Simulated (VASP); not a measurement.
LiCl, 2 atoms in the cell. The structure is tetragonal, space group I4/mmm (No. 139). Conventional cell: a = 3.627 Å, b = 3.627 Å, c = 5.437 Å, α = 90.00°, β = 90.00°, γ = 90.00°. Within 3.4 Å of Li (site symmetry 4/mmm) lie 6 Cl at 2.56 to 2.72 Å. Within 3.4 Å of Cl (site symmetry 4/mmm) lie 6 Li at 2.56 to 2.72 Å.  This cell differs from its parent crystal: strain +0.0600 x Voigt [0, 0, 1, 0, 0, 0].

| Quantity | Value |
| --- | --- |
| Program | VASP 6.6.1 |
| Task | single point |
| Functional | PBE |
| Potentials or basis | VASP PAW PBE potentials, release 64 (Li_sv, Cl) |
| Cutoff | 520 eV |
| k mesh | 8 × 8 × 8 |
| Occupations | gaussian, width 0.05 eV |
| Spin | no spin polarisation |
| Dipole correction | no |
| Further INCAR settings | ALGO = Normal; EDIFF = 1e-07; NBANDS = 12 |

Potentials or basis: VASP PAW PBE potentials, release 64 (Li_sv, Cl).

Command:

```sh
$ cat potpaw_PBE.64/Li_sv/POTCAR potpaw_PBE.64/Cl/POTCAR > POTCAR
$ mpirun -np 1 vasp_std > vasp.out
```

Hardware: 1 thread of Intel Xeon 8259CL (shared host).

Task: How long does it take, and how much memory?

Result: Wall time 35 s on 1 thread of Intel Xeon 8259CL, on a shared host, peak memory 0.16 GiB. Counts: scf iterations 14, k points 59.
